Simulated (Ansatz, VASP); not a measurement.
One calculation of Sn3Te, two programs

Contents of INCAR:

```
  PREC = Accurate
  ENCUT = 520
  EDIFF = 1E-6
  ISMEAR = -1
  SIGMA = 0.05
  LREAL = F
  LASPH = T
  NELM = 100
  ALGO = Normal
  ISIF = 2
  LWAVE = F
  LCHARG = F
  GGA = PE
  NBANDS = 32
```

Contents of KPOINTS:

```
regular mesh
0
Gamma
  6 6 6
```

Contents of POSCAR:

```
Sn3Te
1.0
    4.8978456013      0.0000000000      0.0000000000
    0.0000000000      4.8978456013      0.0000000000
    0.0000000000      0.0000000000      4.8978456013
Te Sn
1 3
Direct
    0.0000000000      0.0000000000      0.0000000000
    0.0000000000      0.5000000000      0.5000000000
    0.5000000000      0.0000000000      0.5000000000
    0.5000000000      0.5000000000      0.0000000000
```

File input.yaml:

```yaml
crystal:
  lattice:
    - [4.8978456013, 0.0, 0.0]
    - [0.0, 4.8978456013, 0.0]
    - [0.0, 0.0, 4.8978456013]
  atoms:
    - { symbol: Te, position: [0.0, 0.0, 0.0] }
    - { symbol: Sn, position: [0.0, 0.5, 0.5] }
    - { symbol: Sn, position: [0.5, 0.0, 0.5] }
    - { symbol: Sn, position: [0.5, 0.5, 0.0] }
hamiltonian:
  xc: pbe
  pseudopotentials: { kind: paw }
kpoints:
  mp_grid: { grid: [6, 6, 6] }
scf:
  occupations: { method: fermi_dirac, width: 0.05 }
output:
  forces: true
  stress: true
  eigenvalues: true
```

Alike in both runs: task single point; functional PBE; k mesh 6 × 6 × 6; occupations fermi-dirac, width 0.05 eV; no spin polarisation.

|  | VASP | Ansatz |
| --- | --- | --- |
| version | VASP 6.6.1 | Ansatz 0.2.0 |
| potentials or method | VASP PAW PBE potentials, release 64 (Te, Sn_d) | Ansatz PAW |
| plane-wave cutoff (eV) | 520 | 420 |
| valence electrons in the cell | 48 | 58 |

Ansatz gave:

| Item | Value |
| --- | --- |
| gap on the k mesh at the Fermi level (eV) | none |
| pressure (GPa) | -0.5 |

Task: Estimate VASP's values.

Result: gap on the k mesh at the Fermi level (eV): none; pressure (GPa): -0.6.

A gap of «none» marks a metal or a gap that the smearing closes. VASP's potentials hold 48 valence electrons a cell and Ansatz's 58, so a difference there can come from the potentials and not from the codes.

Spin-orbit coupling is off throughout.
